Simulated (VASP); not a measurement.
Runs of VASP 6.6.1 on Au. Symmetry: Fm-3m, No. 225, cubic system. The conventional cell has a = 4.082 Å, b = 4.082 Å, c = 4.082 Å, α = 90.00°, β = 90.00°, γ = 90.00°. Within 3.8 Å of Au (site symmetry m-3m) lie 12 Au at 2.89 Å. 

```csv
level,potentials or basis,cutoff (eV),gap on the mesh (eV),pressure (GPa)
PBEsol,"VASP PAW PBE potentials, release 64 (Au)",520,none,(a)
r2SCAN,"VASP PAW PBE potentials, release 64 (Au)",520,none,5.2
PBE,"VASP PAW PBE potentials, release 64 (Au)",500,none,8.4
LDA,"VASP PAW LDA potentials, release 64 (Au)",500,none,-4.5
```

Alike in all rows: task single point; no spin polarisation; cell as given; k mesh 13 × 13 × 13; smearing fermi-dirac 0.05 eV.

Task: Fill in the values left out.

Result: (a) -0.6.

Caveats: spin-orbit coupling is left out, which moves the levels of the heavy elements; the PAW data sets were made with another functional, which shifts forces and pressure a little (some runs).

A k mesh can miss the band edges, and the runs leave out spin-orbit coupling on Au.

A gap of «none» marks levels without a gap at the run's occupations.
